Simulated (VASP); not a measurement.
Set up this calculation in VASP 6.6.1, as the native input.

```yaml
Task: single point
Functional: PBE
Dispersion: D4
Potentials_or_basis: VASP PAW PBE potentials, release 64 (Te, Mo_sv)
Cutoff: 520 eV
k_mesh: 4 × 8 × 1
Occupations: fermi-dirac, width 0.05 eV
Spin: no spin polarisation
Dipole_correction: no
Further_INCAR_settings: ALGO = Normal; EDIFF = 1e-06; NBANDS = 35
```

The structure of Te2Mo lies in POSCAR:

```
Te2Mo
1.0
    6.3220829923      0.0000000000      0.0035166076
    0.0000000000      3.4099524687      0.0000000000
   -0.0652109736      0.0000000000     36.1666116777
Te Mo
4 2
Direct
    0.4315056773      0.7500000000      0.5411524102
    0.5684943227      0.2500000000      0.4588475898
    0.9218224585      0.2500000000      0.5570930144
    0.0781775415      0.7500000000      0.4429069856
    0.1825540207      0.2500000000      0.4976318235
    0.8174459793      0.7500000000      0.5023681765
```

One way to write it, as run:

INCAR

```
PREC = Accurate
ENCUT = 520
EDIFF = 1E-6
ISMEAR = -1
SIGMA = 0.05
LREAL = F
LASPH = T
NELM = 100
ALGO = Normal
ISIF = 2
LWAVE = F
LCHARG = F
GGA = PE
IVDW = 13
NBANDS = 35
```

KPOINTS

```
regular mesh
0
Gamma
  4 8 1
```

Potentials or basis: VASP PAW PBE potentials, release 64 (Te, Mo_sv).

Launch:

```bash
$ cat potpaw_PBE.64/Te/POTCAR potpaw_PBE.64/Mo_sv/POTCAR > POTCAR
$ mpirun -np 1 vasp_std > vasp.out
```

It gave:

| Property | Result |
| --- | --- |
| Largest force | 0.011 eV/Å |
| Band gap on the k mesh | zero (band 26 reaches -1.69 eV, above the bottom of band 27 at -2.04 eV) |
| Dispersion energy per atom | -0.436 eV |

Caveat: spin-orbit coupling is left out, which moves the levels of the heavy elements.

Run time: 17 min on 1 thread of AMD EPYC 7R13 Processor (Zen 3), with other jobs on the host, peak memory 0.86 GiB.
